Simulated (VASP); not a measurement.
Here is a VASP 6.6.1 calculation.

Contents of INCAR:

```
PREC     = Accurate       # precision mode
ENCUT    = 600            # plane-wave cutoff, eV
EDIFF    = 1E-6           # SCF threshold, eV
ISMEAR   = 0              # smearing method
SIGMA    = 0.2            # smearing width, eV
LREAL    = F              # projectors in reciprocal space
LASPH    = T              # aspherical terms in the spheres
NELM     = 60             # most SCF steps
ALGO     = Normal         # electronic algorithm
ISIF     = 3              # what is computed and relaxed
LWAVE    = F              # write WAVECAR
LCHARG   = F              # write CHGCAR
GGA      = PE             # functional
IBRION   = 2              # ionic algorithm
NSW      = 36             # ionic steps
EDIFFG   = -0.08          # ionic threshold
```

KPOINTS

```
regular mesh
0
Gamma
  6 6 3
```

POSCAR

```
ZrH5
1.0
    4.7449920100     -1.4658699500      0.0000000000
    4.7449920100      1.4658699500      0.0000000000
   -1.7204890100      0.0000000000      5.3361939400
Zr H
1 5
Direct
    0.5000000000      0.5000000000      0.5000000000
    0.1759916500      0.1759916500      0.3289647400
    0.8274600500      0.8274600500      0.1538687200
    0.5000000000      0.5000000000      0.0000000000
    0.1725399500      0.1725399500      0.8461312800
    0.8240083500      0.8240083500      0.6710352600
```

Potentials or basis: VASP PAW PBE potentials, release 64 (Zr_sv, H).

Command:

```console
$ cat potpaw_PBE.64/Zr_sv/POTCAR potpaw_PBE.64/H/POTCAR > POTCAR
$ mpirun -np 1 vasp_std > vasp.out
```

Task: Estimate the band gap on the k mesh.

Result: Zero (an odd number of electrons rules out a gap without spin polarisation).

Task: What does it give for the space group after relaxing (to 0.1 Å)?

Result: P6/mmm (No. 191).

Task: What does it give for the relaxed volume?

Result: 6.31 Å³/atom.

Task: What does it give for the relaxed cell?

Result: a = 3.251 Å, b = 3.251 Å, c = 4.108 Å, α = 89.78°, β = 89.78°, γ = 60.76°.

Stress tensor (GPa, compression positive):
```
 1.72  0.00 -0.12
 0.00  0.25  0.00
-0.12  0.00 -0.54
```

Caveat: the k points lie up to 0.51 Å⁻¹ apart in the final cell, too coarse for converged energies and pressures of a metal; the volume moved by over 15 % at a fixed basis, so the end points are rough; an odd number of electrons without spin polarisation forces a metal; a magnetic or distorted state may lie lower.
